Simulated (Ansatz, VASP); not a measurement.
**One calculation of Al3Cu2, two programs**

Contents of INCAR:

```
ALGO = Fast ; EDIFF = 1E-6
ENCUT = 520 ; GGA = PS
ISIF = 2 ; ISMEAR = 0
LASPH = True ; LCHARG = True
LELF = True ; LREAL = False
LVHAR = True ; LWAVE = False
NBANDS = 24 ; NELM = 80
PREC = Accurate ; SIGMA = 0.15
```

The input KPOINTS:

```
k-points
0
Gamma
  12 12 10
```

File POSCAR:

```
Al3Cu2
1.0
    4.0985856014      0.0000000000      0.0000000000
   -2.0492928007      3.5494792504      0.0000000000
    0.0000000000      0.0000000000      4.9821008425
Al Cu
3 2
Direct
    0.0000000000      0.0000000000      0.0000000000
    0.3333333333      0.6666666667      0.3515059809
    0.6666666667      0.3333333333      0.6484940191
    0.2306550413      0.6153275207      0.8908701676
    0.5639883746      0.2819941873      0.2062902042
```

Input for Ansatz:

```yaml
crystal:
  lattice:
    - [4.0985856014, 0.0, 0.0]
    - [-2.0492928007, 3.5494792504, 0.0]
    - [0.0, 0.0, 4.9821008425]
  atoms:
    - { symbol: Al, position: [0.0, 0.0, 0.0] }
    - { symbol: Al, position: [0.3333333333, 0.6666666667, 0.3515059809] }
    - { symbol: Al, position: [0.6666666667, 0.3333333333, 0.6484940191] }
    - { symbol: Cu, position: [0.2306550413, 0.6153275207, 0.8908701676] }
    - { symbol: Cu, position: [0.5639883746, 0.2819941873, 0.2062902042] }
basis:
  ecutwfc: 420
kpoints:
  mp_grid: { grid: [12, 12, 10] }
hamiltonian:
  xc: pbesol
scf:
  occupations: { method: gaussian, width: 0.15 }
output:
  forces: true
  stress: true
  eigenvalues: true
```

Change from the starting cell: all Cu atoms moved +0.438 Å, as atom 4 towards its neighbour atom 5 (Cu) at 2.841 Å.

Alike in both runs: task single point; functional PBEsol; k mesh 12 × 12 × 10; occupations gaussian, width 0.15 eV; no spin polarisation.

|  | VASP | Ansatz |
| --- | --- | --- |
| version | VASP 6.6.1 | Ansatz 0.2.0 |
| potentials or method | VASP PAW PBE potentials, release 64 (Al, Cu), cutoff 520 eV | scalar-relativistic, plane waves, PAW |
| valence electrons in the cell | 31 | 47 |

|  | VASP | Ansatz | Ansatz less VASP |
| --- | --- | --- | --- |
| gap on the k mesh at the Fermi level (eV) | none | none | - |
| pressure (GPa) | 8.5 | 7.9 | -0.59 |
| traceless stress, the component that is largest in VASP (GPa) | 3.15 | 3.12 | -0.037 |
| rms of the force components (eV/Å) | 1.319 | 1.316 | -0.0032 |

VASP's potentials were made for PBE, not for PBEsol. Atom by atom the forces differ by 0.004 eV/Å (rms over components). A gap of «none» marks a metal or a gap that the smearing closes. VASP's potentials hold 31 valence electrons a cell and Ansatz's 47, so a difference there can come from the potentials and not from the codes.
